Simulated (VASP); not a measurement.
# HC2 in VASP: further runs

The runs below take HC2 through single point, with PBEsol.

Program: VASP 6.6.1. These are calculated values, not measurements. Logs are shortened: lines on timing, memory, paths and dates and some standing lists are left out, and cuts for length are marked.

## 1. The cell of the first run

The cell holds a slab with vacuum, 30 atoms: a = 5.049 Å, b = 5.049 Å, c = 17.165 Å, α = 90.00°, β = 90.00°, γ = 90.00°.

## 2. Single point, PBEsol

File INCAR:

```
  ALGO = Normal
  EDIFF = 1E-6
  ENCUT = 520
  GGA = PS
  ISIF = 2
  ISMEAR = -1
  LASPH = True
  LCHARG = False
  LREAL = Auto
  LWAVE = False
  NBANDS = 66
  NELM = 100
  PREC = Accurate
  SIGMA = 0.05
```

File KPOINTS:

```
k-points
0
Gamma
  2 2 1
```

File POSCAR:

```
HC2
1.0
    5.0487420000      0.0000000000      0.0000000000
    0.0000000000      5.0487420000      0.0000000000
    0.0000000000      0.0000000000     17.1647000000
H C
10 20
Direct
    0.4277897346      0.0000000000      0.0582591015
    0.0722160095      0.0000000000      0.0582591015
    0.9277954786      0.0000000000      0.0582591015
    0.5722217535      0.0000000000      0.0582591015
    0.4277897346      0.5000057440      0.0582591015
    0.0722160095      0.5000057440      0.0582591015
    0.9277954786      0.5000057440      0.0582591015
    0.5722217535      0.5000057440      0.0582591015
    3.1965190537      2.4270798547      0.9991494171
    1.9257866613      2.2046878212      1.0249873286
    0.2500028720      0.0000000000      0.0952361533
    0.7500086160      0.0000000000      0.0952361533
    0.2500028720      0.5000057440      0.0952361533
    0.7500086160      0.5000057440      0.0952361533
    0.2500028720      0.2500028720      0.1472324014
    0.7500086160      0.2500028720      0.1472324014
    0.2500028720      0.7500086160      0.1472324014
    0.7500086160      0.7500086160      0.1472324014
    0.0049319217      0.2469129934      0.2001666210
    0.5015110695      0.2423574031      0.2026484588
    0.0046150110      0.7433336859      0.2018561350
    0.4984608047      0.7387384818      0.2016697058
   -0.0219856748      0.0166576149      0.2653352520
    0.5028579397      0.0323446910      0.2692094823
   -0.0049913424      0.4996492195      0.2647584869
    0.5028777466      0.4862795524      0.2628301106
    0.2570937473      0.1110573684      0.3095888655
    0.7417491328      0.1286855221      0.3037396517
    0.2388119654      0.3941377872      0.2869202491
    0.7413133806      0.4508053689      0.3100374606
```

Potentials or basis: VASP PAW PBE potentials, release 64 (H, C).

Started as:

```sh
> cat potpaw_PBE.64/H/POTCAR potpaw_PBE.64/C/POTCAR > POTCAR
> mpirun -np 1 vasp_std > vasp.out
```

OUTCAR:

```text
EDIFF = 1E-6
   ENCUT = 520
   GGA = PS
   ISIF = 2
   ISMEAR = -1
   LASPH = True
   LREAL = Auto
   NELM = 100
   PREC = Accurate

 ion  position               nearest neighbor table
   1  0.428  0.000  0.058-   4 0.73  11 1.10
   2  0.072  0.000  0.058-   3 0.73  11 1.10
   3  0.928  0.000  0.058-   2 0.73  12 1.10
   4  0.572  0.000  0.058-   1 0.73  12 1.10
   5  0.428  0.500  0.058-   8 0.73  13 1.10
   6  0.072  0.500  0.058-   7 0.73  13 1.10
   7  0.928  0.500  0.058-   6 0.73  14 1.10
   8  0.572  0.500  0.058-   5 0.73  14 1.10
   9  0.197  0.427  0.999-
  10  0.926  0.205  0.025-
  11  0.250  0.000  0.095-   2 1.10   1 1.10  17 1.55  15 1.55
  12  0.750  0.000  0.095-   4 1.10   3 1.10  18 1.55  16 1.55
  13  0.250  0.500  0.095-   6 1.10   5 1.10  15 1.55  17 1.55
  14  0.750  0.500  0.095-   8 1.10   7 1.10  16 1.55  18 1.55
  15  0.250  0.250  0.147-  19 1.54  13 1.55  11 1.55  20 1.59
  16  0.750  0.250  0.147-  14 1.55  12 1.55  20 1.57  19 1.58
  17  0.250  0.750  0.147-  11 1.55  13 1.55  21 1.55  22 1.57
  18  0.750  0.750  0.147-  12 1.55  14 1.55  22 1.58  21 1.59
  19  0.005  0.247  0.200-  15 1.54  16 1.58  23 1.62  25 1.69  29 2.04
  20  0.502  0.242  0.203-  24 1.56  16 1.57  15 1.59  26 1.61
  21  0.005  0.743  0.202-  17 1.55  18 1.59  25 1.64  23 1.76
  22  0.498  0.739  0.202-  17 1.57  18 1.58  26 1.65  24 1.88
  23  0.978  0.017  0.265-  28 1.48  19 1.62  27 1.67  21 1.76
  24  0.503  0.032  0.269-  28 1.43  27 1.48  20 1.56  22 1.88
  25  0.995  0.500  0.265-  29 1.39  30 1.52  21 1.64  19 1.69
  26  0.503  0.486  0.263-  30 1.46  29 1.47  20 1.61  22 1.65
  27  0.257  0.111  0.310-  24 1.48  29 1.48  23 1.67
  28  0.742  0.129  0.304-  24 1.43  23 1.48  30 1.63
  29  0.239  0.394  0.287-  25 1.39  26 1.47  27 1.48  19 2.04
  30  0.741  0.451  0.310-  26 1.46  25 1.52  28 1.63

  LATTYP: Found a simple tetragonal cell.
 ALAT       =     5.0487420000
 C/A-ratio  =     3.3997974149

  Lattice vectors:

 A1 = (   5.0487420000,   0.0000000000,   0.0000000000)
 A2 = (   0.0000000000,   5.0487420000,   0.0000000000)
 A3 = (   0.0000000000,   0.0000000000,  17.1647000000)

Analysis of symmetry for initial positions (statically):
=====================================================================
 Subroutine PRICEL returns:
 Original cell was already a primitive cell.

 Routine SETGRP: Setting up the symmetry group for a
 simple tetragonal supercell.

 Subroutine GETGRP returns: Found  1 space group operations
 (whereof  1 operations were pure point group operations)
 out of a pool of 16 trial point group operations.

The static configuration has the point symmetry C_1 .

Analysis of symmetry for dynamics (positions and initial velocities):
=====================================================================
 Subroutine PRICEL returns:
 Original cell was already a primitive cell.

 Routine SETGRP: Setting up the symmetry group for a
 simple tetragonal supercell.

 Subroutine GETGRP returns: Found  1 space group operations
 (whereof  1 operations were pure point group operations)
 out of a pool of 16 trial point group operations.

The dynamic configuration has the point symmetry C_1 .

 Subroutine INISYM returns: Found  1 space group operations
 (whereof  1 operations are pure point group operations),
 and found     1 'primitive' translations

----------------------------------------------------------------------------------------

                                     Primitive cell

  volume of cell :     437.5247

  direct lattice vectors                    reciprocal lattice vectors
     5.048742000  0.000000000  0.000000000     0.198069143  0.000000000  0.000000000
     0.000000000  5.048742000  0.000000000     0.000000000  0.198069143  0.000000000
     0.000000000  0.000000000 17.164700000     0.000000000  0.000000000  0.058259102

  length of vectors
     5.048742000  5.048742000 17.164700000     0.198069143  0.198069143  0.058259102

  position of ions in fractional coordinates (direct lattice)
     0.427789735  0.000000000  0.058259101
[... 51 lines left out ...]
 non-spin polarized calculation
  energy-cutoff  :      520.00
  volume of cell :      437.52
 maximum number of plane-waves:     11843
 NGX is ok and might be reduce to    40
   NGX = 19   NGY = 19   NGZ = 63

 number of electron      90.0000002 magnetization

 Free energy of the ion-electron system (eV)
  ---------------------------------------------------
  ext. energy  EPLUGINS =         0.00000000
  ---------------------------------------------------
  free energy    TOTEN  =      -195.41605770 eV

  energy without entropy =     -195.40964290  energy(sigma->0) =     -195.41285030

 E-fermi :  -0.4660     XC(G=0):  -5.2273

 val. band max:       -0.6629649370   @ k =   0.0000   0.5000   0.0000
 cond. band min:      -0.2757374156   @ k =   0.0000   0.5000   0.0000
 fundamental gap:      0.3872275214
 Fermi energy:        -0.4660117692

 k-point     1 :       0.0000    0.0000    0.0000
  band No.  band energies     occupation
      1     -21.5792      2.00000
      2     -19.9291      2.00000
      3     -17.4401      2.00000
      4     -17.2508      2.00000
      5     -17.0544      2.00000
      6     -16.8879      2.00000
[... 49 lines left out ...]
     56       4.7208      0.00000
     57       4.8311      0.00000

 k-point     2 :       0.5000    0.0000    0.0000
  band No.  band energies     occupation
      1     -20.5690      2.00000
      2     -20.3226      2.00000
      3     -18.8615      2.00000
      4     -18.7024      2.00000
      5     -16.2033      2.00000
      6     -16.0324      2.00000
[... 49 lines left out ...]
     56       5.1131      0.00000
     57       5.1999      0.00000

 k-point     3 :       0.0000    0.5000    0.0000
  band No.  band energies     occupation
      1     -21.0618      2.00000
      2     -19.8696      2.00000
      3     -19.1789      2.00000
      4     -17.4225      2.00000
      5     -16.8133      2.00000
      6     -16.4289      2.00000
[... 49 lines left out ...]
     56       5.4322      0.00000
     57       5.6295      0.00000

 k-point     4 :       0.5000    0.5000    0.0000
  band No.  band energies     occupation
      1     -20.1472      2.00000
      2     -19.7285      2.00000
      3     -18.7873      2.00000
      4     -18.6658      2.00000
      5     -18.0871      2.00000
      6     -17.9625      2.00000
[... 49 lines left out ...]
     56       5.8074      0.00000
     57       5.8966      0.00000
 [bands above 57 left out]

------------------------ aborting loop because EDIFF is reached ----------------------------------------

  FORCE on cell =-STRESS in cart. coord.  units (eV):
  Direction    XX          YY          ZZ          XY          YZ          ZX
  --------------------------------------------------------------------------------------
  -------------------------------------------------------------------------------------
  Total       71.2853930    -10.2839164    -22.9130147     -2.2488697     -0.4308025      2.3516941
  in kB      261.0408995    -37.6588059    -83.9054640     -8.2351650     -1.5775613      8.6116988
  external PRESSURE =      46.4922099 kB  Pullay stress =       0.0000000 kB

 VOLUME and BASIS-vectors are now :
 -----------------------------------------------------------------------------
  energy-cutoff  :      520.00
  volume of cell :      437.52
      direct lattice vectors                 reciprocal lattice vectors
     5.048742000  0.000000000  0.000000000     0.198069143  0.000000000  0.000000000
     0.000000000  5.048742000  0.000000000     0.000000000  0.198069143  0.000000000
     0.000000000  0.000000000 17.164700000     0.000000000  0.000000000  0.058259102

 POSITION                                       TOTAL-FORCE (eV/Angst)
 -----------------------------------------------------------------------------------
      2.15980      0.00000      1.00000        -9.002439     -0.065879     -0.009675
      0.36460      0.00000      1.00000         9.610051     -0.513437      0.314738
      4.68420      0.00000      1.00000        -8.103528     -0.377847     -0.225117
      2.88900      0.00000      1.00000         8.901322     -0.056850     -0.073160
      2.15980      2.52440      1.00000        -8.209020      0.104089      0.349702
      0.36460      2.52440      1.00000         7.470231      0.577657      0.444145
[... 22 lines left out ...]
      1.20570      1.98990      4.92490         2.439529     -2.248838      5.026087
      3.74270      2.27600      5.32170         1.365681     -5.041829     -0.589606
 -----------------------------------------------------------------------------------
    total drift:                               -0.000897      0.010936     -0.059818

  FREE ENERGIE OF THE ION-ELECTRON SYSTEM (eV)
  ---------------------------------------------------
  free  energy   TOTEN  =      -195.4160576965 eV

  energy  without entropy=     -195.4096429014  energy(sigma->0) =     -195.41285030
```

Run time: 2.5 min. Hardware: 1 thread of Intel Xeon 6975P-C (Granite Rapids), shared host; peak memory 0.49 GiB.

Results:

* Free energy: -195.4161 eV
* Largest force: 9.629 eV/Å
* Band gap on the k mesh: 0.39 eV

Forces on the atoms (eV/Å):
```
H   -9.002 -0.066 -0.010
H    9.610 -0.513  0.315
H   -8.104 -0.378 -0.225
H    8.901 -0.057 -0.073
H   -8.209  0.104  0.350
H    7.470  0.578  0.444
H   -8.544 -0.075  0.063
H    8.987  0.044 -0.114
H   -1.578 -2.190 -0.768
H    0.703  2.162 -2.708
C   -0.329 -0.660  1.733
C   -0.740 -0.105  2.366
C    0.464  0.782  2.731
C    0.209 -0.091  1.936
C    0.147 -0.987 -0.179
C    0.088 -0.296 -0.076
C    0.580  0.254  1.602
C    0.093 -0.593  1.346
C   -1.900  0.230 -0.886
C    1.114  1.388 -2.522
C   -1.930  1.140  3.374
C    0.616  1.062  2.963
C    4.047  1.013 -1.926
C   -1.458 -2.156 -2.987
C   -1.899  0.747 -4.263
C   -1.234  2.027 -4.591
C   -3.412  2.013 -2.100
C    1.505  1.915 -0.231
C    2.440 -2.249  5.026
C    1.366 -5.042 -0.590
```

Caveat: the k points lie up to 0.62 Å⁻¹ apart; there is no dipole correction, which matters where the two faces differ; the PAW data sets were made with another functional, which shifts forces and pressure a little.

## 3. Single point, PBEsol

File INCAR:

```
SYSTEM = HC2
PREC     = Accurate       ! precision mode
ENCUT    = 520            ! plane-wave cutoff, eV
EDIFF    = 1E-6           ! SCF threshold, eV
ISMEAR   = -1             ! smearing method
SIGMA    = 0.05           ! smearing width, eV
LREAL    = Auto         
LASPH    = .TRUE.         ! aspherical terms in the spheres
NELM     = 80             ! most SCF steps
ALGO     = Normal         ! electronic algorithm
ISIF     = 2              ! what is computed and relaxed
LWAVE    = .FALSE.        ! write WAVECAR
LCHARG   = .FALSE.        ! write CHGCAR
GGA      = PS             ! functional
NBANDS   = 66             ! bands
```

File KPOINTS:

```
regular mesh
0
G
  2 2 1
  0 0 0
```

File POSCAR:

```
HC2
1.0
    5.0487420000      0.0000000000      0.0000000000
    0.0000000000      5.0487420000      0.0000000000
    0.0000000000      0.0000000000     17.1647000000
H C
10 20
Direct
    0.4277897346      0.0000000000      0.0582591015
    0.0722160095      0.0000000000      0.0582591015
    0.9277954786      0.0000000000      0.0582591015
    0.5722217535      0.0000000000      0.0582591015
    0.4277897346      0.5000057440      0.0582591015
    0.0722160095      0.5000057440      0.0582591015
    0.9277954786      0.5000057440      0.0582591015
    0.5722217535      0.5000057440      0.0582591015
    5.2127638925      3.2148404494      0.7100036703
    4.8697081372      3.3774354087      0.4624549220
    0.2500028720      0.0000000000      0.0952361533
    0.7500086160      0.0000000000      0.0952361533
    0.2500028720      0.5000057440      0.0952361533
    0.7500086160      0.5000057440      0.0952361533
    0.2500028720      0.2500028720      0.1472324014
    0.7500086160      0.2500028720      0.1472324014
    0.2500028720      0.7500086160      0.1472324014
    0.7500086160      0.7500086160      0.1472324014
    0.0013072563      0.2191238926      0.1948067837
    0.5213377907      0.2407728499      0.1930357070
   -0.0043971350      0.7374114185      0.2096686805
    0.5007980206      0.7323804623      0.2161179630
    0.0014459047     -0.0088734976      0.2555011157
    0.5248634214      0.0015251324      0.2496868573
   -0.0067343509      0.4895476933      0.2621076978
    0.5318948760      0.4978071765      0.2649157865
    0.2427733483      0.1067394610      0.2937307381
    0.7577729264      0.0777619455      0.3249576165
    0.2619266344      0.3597925978      0.2991255309
    0.7636753869      0.3918005713      0.3162187513
```

Potentials or basis: VASP PAW PBE potentials, release 64 (H, C).

Started as:

```sh
> cat potpaw_PBE.64/H/POTCAR potpaw_PBE.64/C/POTCAR > POTCAR
> mpirun -np 1 vasp_std > vasp.out
```

It took 2.6 min on 1 thread of Intel Xeon 6975P-C (Granite Rapids), shared host; peak memory 0.49 GiB.

The run converged. Its results:

```yaml
Free_energy: -193.4216 eV
Largest_force: 8.742 eV/Å
Band_gap_on_the_k_mesh: 0.02 eV (least direct gap 0.03 eV)
```

Forces on the atoms (eV/Å):
```
H   -8.601 -0.143 -0.257
H    8.541 -0.123 -0.155
H   -8.638 -0.129 -0.214
H    8.633 -0.155 -0.247
H   -8.711 -0.017 -0.112
H    8.655  0.090 -0.193
H   -8.714  0.086 -0.200
H    8.740  0.017 -0.134
H   -0.003  0.002  0.053
H   -0.333  0.275 -1.385
C    0.482 -0.393  2.424
C   -0.289 -0.697  1.915
C   -0.221  0.398  2.273
C    0.262  0.528  1.974
C    1.245 -0.396 -1.687
C    2.695 -0.440 -4.100
C   -0.251 -1.652  1.414
C    0.296 -1.384  0.920
C   -1.388  3.310  1.997
C   -2.668  0.094  3.692
C    0.490  0.573 -0.436
C    1.243  3.230 -3.412
C   -0.329  2.489  1.132
C   -2.136  2.154  4.007
C    1.788 -3.968  0.400
C   -2.992 -5.497  0.931
C    2.741 -4.638 -0.987
C   -0.312  0.494 -4.958
C   -0.553  5.964 -1.720
C    0.328 -0.071 -2.932
```

Levels at points of the mesh, in eV from the valence-band top:
```
           k point  band 43  band 44  band 45  band 46  band 47  band 48
(0.00, 0.00, 0.00)    -0.85    -0.13    -0.10     0.03     0.50     1.96
(0.50, 0.00, 0.00)    -1.16    -0.91    -0.01     0.02     0.62     2.28
(0.00, 0.50, 0.00)    -0.84    -0.18     0.00     0.55     0.60     1.79
(0.50, 0.50, 0.00)    -0.91    -0.75    -0.05     0.09     0.64     2.29
```

Caveat: the k points lie up to 0.62 Å⁻¹ apart; there is no dipole correction, which matters where the two faces differ; the PAW data sets were made with another functional, which shifts forces and pressure a little.

## 4. Single point, PBEsol

File INCAR:

```
SYSTEM = HC2
PREC = Accurate
ENCUT = 520
EDIFF = 1E-6
ISMEAR = -1
SIGMA = 0.05
LREAL = Auto
LASPH = .TRUE.
NELM = 80
ALGO = Normal
ISIF = 2
LWAVE = .FALSE.
LCHARG = .TRUE.
GGA = PS
LELF = .TRUE.
LVHAR = .TRUE.
NBANDS = 66
```

File KPOINTS:

```
Automatic mesh
0
G
  2 2 1
  0 0 0
```

File POSCAR:

```
HC2
1.0
    5.0487420000      0.0000000000      0.0000000000
    0.0000000000      5.0487420000      0.0000000000
    0.0000000000      0.0000000000     17.1647000000
H C
10 20
Direct
    0.4277897346      0.0000000000      0.0582591015
    0.0722160095      0.0000000000      0.0582591015
    0.9277954786      0.0000000000      0.0582591015
    0.5722217535      0.0000000000      0.0582591015
    0.4277897346      0.5000057440      0.0582591015
    0.0722160095      0.5000057440      0.0582591015
    0.9277954786      0.5000057440      0.0582591015
    0.5722217535      0.5000057440      0.0582591015
    6.8201940206      3.7290675578      0.3827098638
    7.7102177136      4.6302821574      0.8488525870
    0.2500028720      0.0000000000      0.0952361533
    0.7500086160      0.0000000000      0.0952361533
    0.2500028720      0.5000057440      0.0952361533
    0.7500086160      0.5000057440      0.0952361533
    0.2500028720      0.2500028720      0.1472324014
    0.7500086160      0.2500028720      0.1472324014
    0.2500028720      0.7500086160      0.1472324014
    0.7500086160      0.7500086160      0.1472324014
    0.0008715042      0.2450511434      0.1931172697
    0.5068391294      0.2577473755      0.1950456460
   -0.0085962008      0.7542671026      0.2023163819
    0.5018081732      0.7666266171      0.2023105560
    0.0184006234      0.0241248216      0.2431618380
    0.4785944697      0.0176083468      0.2456669793
   -0.0225798823      0.4956284159      0.2499373715
    0.5200305343      0.5026994843      0.2545864478
    0.2481014082      0.1175342293      0.2880563016
    0.7561091456     -0.0106957337      0.3284531626
    0.2377225852      0.3986933775      0.3017704941
    0.7702710893      0.5937320624      0.3170751601
```

Started as:

```sh
> cat potpaw_PBE.64/H/POTCAR potpaw_PBE.64/C/POTCAR > POTCAR
> mpirun -np 1 vasp_std > vasp.out
```

Run time: 2.9 min. Hardware: 1 thread of Intel Xeon 6975P-C (Granite Rapids), shared host; peak memory 0.49 GiB.

The run converged. Its results:

```yaml
Free_energy: -194.5893 eV
Largest_force: 8.681 eV/Å
Band_gap_on_the_k_mesh: zero (bands 45 and 46 overlap by 0.07 eV)
```

Forces in eV/Å, atoms in the order of the input:
```
H   -8.463  0.000 -0.305
H    8.495  0.069 -0.298
H   -8.662 -0.030 -0.354
H    8.672 -0.106 -0.395
H   -8.621  0.012 -0.293
H    8.649  0.067 -0.284
H   -8.671  0.115 -0.268
H    8.676  0.055 -0.271
H   -0.740 -1.942 -2.118
H    0.000  0.001  0.168
C    0.043 -0.198  2.187
C   -0.211 -0.213  1.466
C    0.008  0.276  1.833
C   -0.098  0.123  1.843
C    0.837  1.695 -3.568
C    0.376 -0.321 -4.575
C   -0.124 -0.155 -1.380
C   -0.236  0.995 -0.992
C   -3.726  3.046  1.182
C    1.623  0.290  2.461
C    2.605  0.297 -0.535
C   -1.775 -2.416  0.287
C   -2.286 -3.752  4.300
C    2.917 -0.098  2.880
C    3.434  1.902  4.121
C   -2.703  1.689  2.824
C   -0.433  1.571  1.000
C    0.146 -1.280 -4.131
C    1.371 -0.989 -3.975
C   -1.104 -0.703 -2.810
```

Levels at points of the mesh, in eV from the Fermi level:
```tsv
k point	band 43	band 44	band 45	band 46	band 47	band 48
(0.00, 0.00, 0.00)	-0.42	-0.19	-0.17	0.09	1.15	3.46
(0.50, 0.00, 0.00)	-1.29	-0.85	-0.53	-0.03	1.72	2.96
(0.00, 0.50, 0.00)	-0.28	-0.13	-0.04	0.07	0.95	2.86
(0.50, 0.50, 0.00)	-1.17	-0.22	0.04	0.08	1.76	2.69
```

Caveat: the k points lie up to 0.62 Å⁻¹ apart; there is no dipole correction, which matters where the two faces differ; the PAW data sets were made with another functional, which shifts forces and pressure a little.

## 5. Summary

| cell | gap on the mesh (eV) | largest force (eV/Å) |
| --- | --- | --- |
| as given, atomic positions A | 0.39 | 9.63 |
| as given, atomic positions B | 0.02 | 8.74 |
| as given, atomic positions C | none | 8.68 |

Alike in all rows: task single point; level PBEsol; potentials or basis VASP PAW PBE potentials, release 64 (H, C); no spin polarisation; k mesh 2 × 2 × 1; cutoff (eV) 520; smearing fermi-dirac 0.05 eV.

Caveats: all runs use coarse meshes; there is no dipole correction, which matters where the two faces differ; the PAW data sets were made with another functional, which shifts forces and pressure a little.

Total energies depend on the potentials used, so only differences within one code and one set of settings carry meaning.

The gap in the log of VASP goes by the Fermi energy; the results here count the filled bands.